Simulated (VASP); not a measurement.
# YTi3 (Pm-3m) in VASP: further runs

YTi3 is run at these levels: PBE; tasks: single point, relaxation of cell and atoms.

Everything below comes from runs of VASP 6.6.1. Logs are shortened: lines on timing, memory, paths and dates and some standing lists are left out, and cuts for length are marked.

## Step 1: The cell of the first run

It takes space group Pm-3m (No. 221, cubic). The conventional cell has a = 4.096 Å, b = 4.096 Å, c = 4.096 Å, α = 90.00°, β = 90.00°, γ = 90.00°. Within 3.8 Å of Y (site symmetry m-3m) lie 12 Ti at 2.90 Å. Within 3.8 Å of Ti (site symmetry 4/mmm) lie 4 Y at 2.90 Å and 8 Ti at 2.90 Å.

## Step 2: Single point, PBE

Contents of INCAR:

```
SYSTEM = YTi3
ALGO = Normal ; EDIFF = 1E-6
ENCUT = 520 ; GGA = PE
ISIF = 2 ; ISMEAR = 0
LASPH = .TRUE. ; LCHARG = .FALSE.
LREAL = .FALSE. ; LWAVE = .FALSE.
NBANDS = 32 ; NELM = 100
PREC = Accurate ; SIGMA = 0.1
```

Contents of KPOINTS:

```
k-points
0
G
  4 4 4
  0 0 0
```

Contents of POSCAR:

```
YTi3
1.0
    4.0958430177      0.0000000000      0.0000000000
    0.0000000000      4.0958430177      0.0000000000
    0.0000000000      0.0000000000      4.0958430177
Y Ti
1 3
Direct
    0.0000000000      0.0000000000      0.0000000000
    0.0000000000      0.5000000000      0.5000000000
    0.5000000000      0.0000000000      0.5000000000
    0.5000000000      0.5000000000      0.0000000000
```

Potentials or basis: VASP PAW PBE potentials, release 64 (Y_sv, Ti_sv).

Run with:

```bash
cat potpaw_PBE.64/Y_sv/POTCAR potpaw_PBE.64/Ti_sv/POTCAR > POTCAR
mpirun -np 1 vasp_std > vasp.out
```

OUTCAR:

```text
SYSTEM = YTi3
   EDIFF = 1E-6
   ENCUT = 520
   GGA = PE
   ISIF = 2
   ISMEAR = 0
   LASPH = .TRUE.
   LREAL = .FALSE.
   NELM = 100
   PREC = Accurate

 ion  position               nearest neighbor table
   1  0.000  0.000  0.000-   2 2.90   3 2.90   4 2.90   2 2.90   3 2.90   2 2.90   4 2.90   2 2.90
                             3 2.90   4 2.90   3 2.90   4 2.90
   2  0.000  0.500  0.500-   1 2.90   3 2.90   4 2.90   1 2.90   4 2.90   1 2.90   3 2.90   1 2.90
                             3 2.90   4 2.90   4 2.90   3 2.90
   3  0.500  0.000  0.500-   1 2.90   2 2.90   4 2.90   1 2.90   4 2.90   2 2.90   4 2.90   4 2.90
                             1 2.90   2 2.90   1 2.90   2 2.90
   4  0.500  0.500  0.000-   1 2.90   2 2.90   3 2.90   2 2.90   3 2.90   1 2.90   3 2.90   3 2.90
                             1 2.90   2 2.90   2 2.90   1 2.90

  LATTYP: Found a simple cubic cell.
 ALAT       =     4.0958430177

  Lattice vectors:

 A1 = (   4.0958430177,   0.0000000000,   0.0000000000)
 A2 = (   0.0000000000,   4.0958430177,   0.0000000000)
 A3 = (   0.0000000000,   0.0000000000,   4.0958430177)

Analysis of symmetry for initial positions (statically):
=====================================================================
 Subroutine PRICEL returns:
 Original cell was already a primitive cell.

 Routine SETGRP: Setting up the symmetry group for a
 simple cubic supercell.

 Subroutine GETGRP returns: Found 48 space group operations
 (whereof 48 operations were pure point group operations)
 out of a pool of 48 trial point group operations.

The static configuration has the point symmetry O_h .

Analysis of symmetry for dynamics (positions and initial velocities):
=====================================================================
 Subroutine PRICEL returns:
 Original cell was already a primitive cell.

 Routine SETGRP: Setting up the symmetry group for a
 simple cubic supercell.

 Subroutine GETGRP returns: Found 48 space group operations
 (whereof 48 operations were pure point group operations)
 out of a pool of 48 trial point group operations.

The dynamic configuration has the point symmetry O_h .

 Subroutine INISYM returns: Found 48 space group operations
 (whereof 48 operations are pure point group operations),
 and found     1 'primitive' translations

----------------------------------------------------------------------------------------

                                     Primitive cell

  volume of cell :      68.7116

  direct lattice vectors                    reciprocal lattice vectors
     4.095843018  0.000000000  0.000000000     0.244149982  0.000000000  0.000000000
     0.000000000  4.095843018  0.000000000     0.000000000  0.244149982  0.000000000
     0.000000000  0.000000000  4.095843018     0.000000000  0.000000000  0.244149982

  length of vectors
     4.095843018  4.095843018  4.095843018     0.244149982  0.244149982  0.244149982

  position of ions in fractional coordinates (direct lattice)
     0.000000000  0.000000000  0.000000000
     0.000000000  0.500000000  0.500000000
     0.500000000  0.000000000  0.500000000
     0.500000000  0.500000000  0.000000000

  ion indices of the primitive-cell ions
   primitive index   ion index
                 1           1
                 2           2
                 3           3
                 4           4

----------------------------------------------------------------------------------------

 KPOINTS: k-points

Automatic generation of k-mesh.
 Grid dimensions read from file:
 generate k-points for:    4    4    4

 Generating k-lattice:

  Cartesian coordinates                     Fractional coordinates (reciprocal lattice)
     0.061037496  0.000000000  0.000000000     0.250000000  0.000000000  0.000000000
     0.000000000  0.061037496  0.000000000     0.000000000  0.250000000  0.000000000
     0.000000000  0.000000000  0.061037496     0.000000000  0.000000000  0.250000000

  Length of vectors
     0.061037496  0.061037496  0.061037496

  Shift w.r.t. Gamma in fractional coordinates (k-lattice)
     0.000000000  0.000000000  0.000000000

 Subroutine IBZKPT returns following result:
 ===========================================

 Found     10 irreducible k-points:

 Following reciprocal coordinates:
            Coordinates               Weight
  0.000000  0.000000  0.000000      1.000000
  0.250000  0.000000  0.000000      6.000000
  0.500000  0.000000  0.000000      3.000000
  0.250000  0.250000  0.000000     12.000000
  0.500000  0.250000  0.000000     12.000000
  0.500000  0.500000  0.000000      3.000000
  0.250000  0.250000  0.250000      8.000000
  0.500000  0.250000  0.250000     12.000000
  0.500000  0.500000  0.250000      6.000000
  0.500000  0.500000  0.500000      1.000000
   k-points           NKPTS =     10   k-points in BZ     NKDIM =     10   number of bands    NBANDS=     32
   number of dos      NEDOS =    301   number of ions     NIONS =      4
   total plane-waves  NPLWV =  27000
   dimension x,y,z NGX =    30 NGY =   30 NGZ =   30
   dimension x,y,z NGXF=    60 NGYF=   60 NGZF=   60
   ions per type =               1   3
   NGX,Y,Z   is equivalent  to a cutoff of  12.18, 12.18, 12.18 a.u.
   NGXF,Y,Z  is equivalent  to a cutoff of  24.35, 24.35, 24.35 a.u.
 SYSTEM =  YTi3
   PREC   = accura    normal or accurate (medium, high low for compatibility)
   ISTART =      0    job   : 0-new  1-cont  2-samecut
   ICHARG =      2    charge: 1-file 2-atom 10-const
   ISPIN  =      1    spin polarized calculation?
   LNONCOLLINEAR =      F non collinear calculations
   LSORBIT =      F    spin-orbit coupling
   LASPH  =      T    aspherical Exc in radial PAW
   ENCUT  =  520.0 eV  38.22 Ry    6.18 a.u.   7.62  7.62  7.62*2*pi/ulx,y,z
   NELM   =    100;   NELMIN=  2; NELMDL= -5     # of ELM steps
   EDIFF  = 0.1E-05   stopping-criterion for ELM
   LREAL  =      F    real-space projection
   EDIFFG = 0.1E-04   stopping-criterion for IOM
   NSW    =      0    number of steps for IOM
   IBRION =     -1    ionic relax: 0-MD 1-quasi-New 2-CG
   NFREE  =      0    steps in history (QN), initial steepest desc. (CG)
   ISIF   =      2    stress and relaxation
   ISYM   =      2    0-nonsym 1-usesym 2-fastsym
   POTIM  = 0.5000    time-step for ionic-motion
   TEBEG  =    0.0;   TEEND  =   0.0 temperature during run
   PSTRESS=    0.0 pullay stress
   NELECT =      47.0000    total number of electrons
   NUPDOWN=      -1.0000    fix difference up-down
   EMIN   =  10.00;   EMAX   =-10.00  energy-range for DOS
   EFERMI =   0.00;   METHOD = LEGACY
   ISMEAR =     0;   SIGMA  =   0.10  broadening in eV -4-tet -1-fermi 0-gaus
   EFERMI_NEDOS =   21; number of points for ismear=-14 and -15
   IALGO  =     38    algorithm
   IMIX   =      4    mixing-type and parameters
     AMIX     =   0.40;   BMIX     =  1.00
     AMIX_MAG =   1.60;   BMIX_MAG =  1.00
  volume/ion in A,a.u.               =      17.18       115.92
  Fermi-wavevector in a.u.,A,eV,Ry     =   1.442439  2.725815 28.308697  2.080631
  Thomas-Fermi vector in A             =   2.560959
   LORBIT       =      0    0 simple, 1 ext, 2 COOP (PROOUT), +10 PAW based schemes
   GGA     = PE    functional components
   LHFCALC =     F    Hartree Fock is set to
   AEXX    =    0.0000 exact exchange contribution
   IVDW    =     0    specifies the selected vdW correction
   LEPSILON=     F    determine dielectric tensor
   LRPA    =     F    only Hartree local field effects (RPA)
 non-spin polarized calculation
 Gauss-broadening in eV      SIGMA  =   0.10
  energy-cutoff  :      520.00
  volume of cell :       68.71
 maximum number of plane-waves:      1856
   NGX = 15   NGY = 15   NGZ = 15

 number of electron      47.0000027 magnetization

 Free energy of the ion-electron system (eV)
  ---------------------------------------------------
  ext. energy  EPLUGINS =         0.00000000
  ---------------------------------------------------
  free energy    TOTEN  =       -28.29659548 eV

  energy without entropy =      -28.27401739  energy(sigma->0) =      -28.28530644

 E-fermi :   8.1021     XC(G=0): -11.7346

 val. band max:        7.9785034658   @ k =   0.5000   0.0000   0.0000
 cond. band min:       8.1096094218   @ k =   0.5000   0.2500   0.0000
 fundamental gap:      0.1311059560
 Fermi energy:         8.1021270961

 k-point     1 :       0.0000    0.0000    0.0000
  band No.  band energies     occupation
      1     -48.5381      2.00000
      2     -48.4075      2.00000
      3     -48.4075      2.00000
      4     -33.1629      2.00000
      5     -24.9941      2.00000
      6     -24.9941      2.00000
[... 24 lines left out ...]
     31      11.6822      0.00000
     32      11.6822      0.00000

 k-point     2 :       0.2500    0.0000    0.0000
  band No.  band energies     occupation
      1     -48.5213      2.00000
      2     -48.4240      2.00000
      3     -48.4073      2.00000
      4     -33.1650      2.00000
      5     -24.9535      2.00000
      6     -24.9535      2.00000
[... 24 lines left out ...]
     31      10.8207      0.00000
     32      11.0534      0.00000

 k-point     3 :       0.5000    0.0000    0.0000
  band No.  band energies     occupation
      1     -48.4940      2.00000
      2     -48.4510      2.00000
      3     -48.4071      2.00000
      4     -33.1672      2.00000
      5     -24.8931      2.00000
      6     -24.8931      2.00000
[... 24 lines left out ...]
     31      10.0327      0.00000
     32      11.0974      0.00000

 k-point     4 :       0.2500    0.2500    0.0000
  band No.  band energies     occupation
      1     -48.5064      2.00000
      2     -48.4289      2.00000
      3     -48.4167      2.00000
      4     -33.1653      2.00000
      5     -24.9634      2.00000
      6     -24.9133      2.00000
[... 24 lines left out ...]
     31      10.5890      0.00000
     32      10.8455      0.00000

 k-point     5 :       0.5000    0.2500    0.0000
  band No.  band energies     occupation
      1     -48.4811      2.00000
      2     -48.4506      2.00000
      3     -48.4196      2.00000
      4     -33.1656      2.00000
      5     -24.9340      2.00000
      6     -24.8834      2.00000
[... 24 lines left out ...]
     31      10.2239      0.00000
     32      10.2486      0.00000

 k-point     6 :       0.5000    0.5000    0.0000
  band No.  band energies     occupation
      1     -48.4502      2.00000
      2     -48.4502      2.00000
      3     -48.4502      2.00000
      4     -33.1640      2.00000
      5     -24.9905      2.00000
      6     -24.8495      2.00000
[... 24 lines left out ...]
     31       9.7595      0.00000
     32      10.2125      0.00000

 k-point     7 :       0.2500    0.2500    0.2500
  band No.  band energies     occupation
      1     -48.4940      2.00000
      2     -48.4287      2.00000
      3     -48.4287      2.00000
      4     -33.1637      2.00000
      5     -24.9953      2.00000
      6     -24.9121      2.00000
[... 24 lines left out ...]
     31      10.3062      0.00000
     32      10.3062      0.00000

 k-point     8 :       0.5000    0.2500    0.2500
  band No.  band energies     occupation
      1     -48.4719      2.00000
      2     -48.4503      2.00000
      3     -48.4284      2.00000
      4     -33.1621      2.00000
      5     -24.9708      2.00000
      6     -24.9457      2.00000
[... 24 lines left out ...]
     31       9.7119      0.00000
     32      10.1452      0.00000

 k-point     9 :       0.5000    0.5000    0.2500
  band No.  band energies     occupation
      1     -48.4499      2.00000
      2     -48.4499      2.00000
      3     -48.4499      2.00000
      4     -33.1585      2.00000
      5     -25.0065      2.00000
      6     -24.9723      2.00000
[... 24 lines left out ...]
     31       9.3445      0.00000
     32       9.6239      0.00000

 k-point    10 :       0.5000    0.5000    0.5000
  band No.  band energies     occupation
      1     -48.4496      2.00000
      2     -48.4496      2.00000
      3     -48.4496      2.00000
      4     -33.1530      2.00000
      5     -25.0492      2.00000
      6     -25.0226      2.00000
[... 24 lines left out ...]
     31       9.8127      0.00000
     32       9.8127      0.00000

------------------------ aborting loop because EDIFF is reached ----------------------------------------

  FORCE on cell =-STRESS in cart. coord.  units (eV):
  Direction    XX          YY          ZZ          XY          YZ          ZX
  --------------------------------------------------------------------------------------
  -------------------------------------------------------------------------------------
  Total        7.5948919      7.5948919      7.5948919      0.0000000      0.0000000     -0.0000000
  in kB      177.0933573    177.0933573    177.0933573      0.0000000      0.0000000     -0.0000000
  external PRESSURE =     177.0933573 kB  Pullay stress =       0.0000000 kB

 VOLUME and BASIS-vectors are now :
 -----------------------------------------------------------------------------
  energy-cutoff  :      520.00
  volume of cell :       68.71
      direct lattice vectors                 reciprocal lattice vectors
     4.095843018  0.000000000  0.000000000     0.244149982  0.000000000  0.000000000
     0.000000000  4.095843018  0.000000000     0.000000000  0.244149982  0.000000000
     0.000000000  0.000000000  4.095843018     0.000000000  0.000000000  0.244149982

 POSITION                                       TOTAL-FORCE (eV/Angst)
 -----------------------------------------------------------------------------------
      0.00000      0.00000      0.00000         0.000000      0.000000      0.000000
      0.00000      2.04792      2.04792         0.000000      0.000000      0.000000
      2.04792      0.00000      2.04792         0.000000      0.000000      0.000000
      2.04792      2.04792      0.00000         0.000000      0.000000      0.000000
 -----------------------------------------------------------------------------------
    total drift:                                0.000000      0.000000     -0.000000

  FREE ENERGIE OF THE ION-ELECTRON SYSTEM (eV)
  ---------------------------------------------------
  free  energy   TOTEN  =       -28.2965954782 eV

  energy  without entropy=      -28.2740173943  energy(sigma->0) =      -28.28530644
```

Wall time 16 s (1 thread of Intel Xeon 6975P-C (Granite Rapids), shared host); peak memory 0.18 GiB.

What came out:

| Property | Result |
| --- | --- |
| Free energy | -28.2966 eV |
| Pressure | 17.7 GPa |
| Band gap on the k mesh | zero (an odd number of electrons rules out a gap without spin polarisation) |

Levels at points of the mesh, in eV from the Fermi level:
```
           k point  band 21  band 22  band 23  band 24  band 25  band 26
(0.00, 0.00, 0.00)    -2.00    -2.00    -2.00     0.97     0.97     0.97
(0.50, 0.00, 0.00)    -0.79    -0.64    -0.42    -0.42    -0.12    -0.12
(0.50, 0.50, 0.00)    -0.55    -0.35    -0.35    -0.20    -0.20     0.10
(0.50, 0.50, 0.50)     0.52     0.52     0.52     0.52     0.96     0.96
```

Caveat: the k points lie up to 0.38 Å⁻¹ apart, too coarse for converged energies and pressures of a metal.

## Step 3: Relaxation of cell and atoms, PBE

Contents of INCAR:

```
  PREC = Accurate
  ENCUT = 600
  EDIFF = 1E-6
  ISMEAR = 0
  SIGMA = 0.1
  LREAL = F
  LASPH = T
  NELM = 100
  ALGO = Normal
  ISIF = 3
  LWAVE = F
  LCHARG = F
  GGA = PE
  IBRION = 2
  NSW = 90
  EDIFFG = -0.04
```

Contents of KPOINTS:

```
Automatic mesh
0
Gamma
  4 4 4
```

POSCAR is that of step 2.

Potentials or basis: VASP PAW PBE potentials, release 64 (Y_sv, Ti_sv).

Run with:

```bash
cat potpaw_PBE.64/Y_sv/POTCAR potpaw_PBE.64/Ti_sv/POTCAR > POTCAR
mpirun -np 1 vasp_std > vasp.out
```

Run time: 56 s. Hardware: 1 thread of Intel Xeon 6975P-C (Granite Rapids), shared host; peak memory 0.23 GiB.

The run converged. Its results:

| Item | Value |
| --- | --- |
| Free energy | -28.8990 eV |
| Relaxed volume | 20.28 Å³/atom |
| Relaxed cell | a = 4.329 Å, b = 4.329 Å, c = 4.329 Å, α = 90.00°, β = 90.00°, γ = 90.00° |
| Space group after relaxing (to 0.1 Å) | Pm-3m (No. 221) |
| Energy gained by relaxing | 150.7 meV/atom |
| Ionic steps | 3 |
| Pressure after relaxing | 0.0 GPa |
| Band gap on the k mesh | zero (an odd number of electrons rules out a gap without spin polarisation) |

The path:
| step | energy change (eV) | largest force (eV/Å) | pressure (GPa) | volume (Å³) |
| --- | --- | --- | --- | --- |
| 1 | 0.0000 | 0.0000 | 17.70 | 68.71 |
| 2 | -0.4236 | 0.0000 | -6.39 | 89.36 |
| 3 | -0.6029 | 0.0000 | 0.04 | 81.11 |

Final structure:
```cif
data_structure
_symmetry_space_group_name_H-M 'P 1'
_symmetry_Int_Tables_number 1
_cell_length_a 4.3287
_cell_length_b 4.3287
_cell_length_c 4.3287
_cell_angle_alpha 90.000
_cell_angle_beta 90.000
_cell_angle_gamma 90.000
_cell_volume 81.11
loop_
_atom_site_label
_atom_site_type_symbol
_atom_site_fract_x
_atom_site_fract_y
_atom_site_fract_z
_atom_site_occupancy
Y1 Y 0.00000 0.00000 0.00000 1
Ti1 Ti 0.00000 0.50000 0.50000 1
Ti2 Ti 0.50000 0.00000 0.50000 1
Ti3 Ti 0.50000 0.50000 0.00000 1
```

Levels at points of the mesh, in eV from the Fermi level:
| k point | band 19 | band 20 | band 21 | band 22 | band 23 | band 24 | band 25 | band 26 | band 27 | band 28 |
| --- | --- | --- | --- | --- | --- | --- | --- | --- | --- | --- |
| (0.00, 0.00, 0.00) | -2.55 | -1.91 | -1.47 | -1.47 | -1.47 | 0.94 | 0.94 | 0.94 | 2.35 | 2.35 |
| (0.50, 0.00, 0.00) | -1.52 | -1.08 | -0.48 | -0.32 | -0.28 | -0.28 | -0.11 | -0.11 | 0.95 | 1.34 |
| (0.50, 0.50, 0.00) | -1.70 | -1.67 | -0.36 | -0.18 | -0.18 | -0.03 | -0.03 | 0.11 | 0.27 | 0.30 |
| (0.50, 0.50, 0.50) | -2.56 | -1.85 | 0.27 | 0.57 | 0.57 | 0.57 | 0.95 | 0.95 | 0.95 | 1.11 |

Caveat: the k points lie up to 0.36 Å⁻¹ apart in the final cell, too coarse for converged energies and pressures of a metal; the volume moved by over 15 % at a fixed basis, so the end points are rough.
